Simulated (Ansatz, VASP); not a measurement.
One calculation of SiS2, two programs

```
Si S
1.0
    -2.74339    4.81808    2.76165
     2.74339   -4.81808    2.76165
     2.74339    4.81808   -2.76165
Si S
2 4
Direct
  0.75000 0.75000 0.00000
  0.25000 0.25000 0.00000
  0.11778 0.21222 0.32999
  0.88222 0.78778 0.67001
  0.61778 0.28778 0.90556
  0.38222 0.71222 0.09444
```

Alike in both runs: task single point; functional HSE06; k mesh 4 × 4 × 4; no spin polarisation.

```csv
,VASP,Ansatz
version,VASP 6.6.1,Ansatz 0.2.0
potentials or method,"VASP PAW PBE potentials, release 64 (Si, S)","plane waves, PAW"
plane-wave cutoff (eV),400,420
occupations,"gaussian, width 0.01 eV",fixed
valence electrons in the cell,32,32
```

Ansatz gave:

- gap on the k mesh at the Fermi level (eV): 3.90
- pressure (GPa): 0.6
- traceless stress, the component that is largest in VASP (GPa): -0.07
- rms of the force components (eV/Å): 0.107

Task: Which values does VASP return?

Result: gap on the k mesh at the Fermi level (eV): 3.90; pressure (GPa): 0.2; traceless stress, the component that is largest in VASP (GPa): -0.15; rms of the force components (eV/Å): 0.145.

Atom by atom the forces differ by 0.039 eV/Å (rms over components). Ansatz's warnings: stress exchange threshold loose, stress scf threshold loose.
